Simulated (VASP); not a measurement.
Li4CF:

```
Li C F
1.0
     3.49787    0.00000    0.00000
     0.00000    3.49787    0.00000
     0.00000    0.00000    4.94674
Li C F
4 1 1
Direct
  0.50000 0.00000 0.25000
  0.00000 0.50000 0.75000
  0.50000 0.00000 0.75000
  0.00000 0.50000 0.25000
  0.00000 0.00000 0.00000
  0.50000 0.50000 0.50000
```

```yaml
Program: VASP 6.6.1
Task: relaxation of cell and atoms
Functional: PBE
Potentials_or_basis: VASP PAW PBE potentials, release 64 (Li_sv, C, F)
Cutoff: 600 eV
k_mesh: 10 × 10 × 8
Occupations: gaussian, width 0.1 eV
Spin: no spin polarisation
```

At the start: pressure 1.6 GPa; volume 10.09 Å³/atom.

Question: Where does the relaxation end?

Answer: Over 8 steps the energy falls by 9.7 meV/atom and the volume is 10.62 Å³/atom (+5.2 %); space group P4/mmm (No. 123, to 0.05 Å).

The path:
```csv
step,energy change (eV),largest force (eV/Å),pressure (GPa),volume (Å³)
1,0.0000,0.3510,1.58,60.52
2,-0.0285,0.2248,1.10,61.40
3,-0.0541,0.0263,0.25,63.27
4,-0.0543,0.0461,0.19,63.42
5,-0.0576,0.0026,-0.06,63.72
6,-0.0579,0.0142,-0.16,63.83
7,-0.0579,0.0154,-0.16,63.84
8,-0.0581,0.0053,-0.05,63.70
```

Final structure:
```yaml
crystal:
  lattice:
    - [3.52459, 0.00000, 0.00000]
    - [0.00000, 3.52459, 0.00000]
    - [0.00000, 0.00000, 5.12766]
  atoms:
    - { symbol: Li, position: [0.50000, 0.00000, 0.23883] }
    - { symbol: Li, position: [0.00000, 0.50000, 0.76117] }
    - { symbol: Li, position: [0.50000, 0.00000, 0.76117] }
    - { symbol: Li, position: [0.00000, 0.50000, 0.23883] }
    - { symbol: C, position: [0.00000, 0.00000, 0.00000] }
    - { symbol: F, position: [0.50000, 0.50000, 0.50000] }
```

Caveat: the cutoff is under 1.25 times the usual one of these potentials, so pressure, stress and relaxed cells hold a basis-set (Pulay) error; an odd number of electrons without spin polarisation forces a metal; a magnetic or distorted state may lie lower.
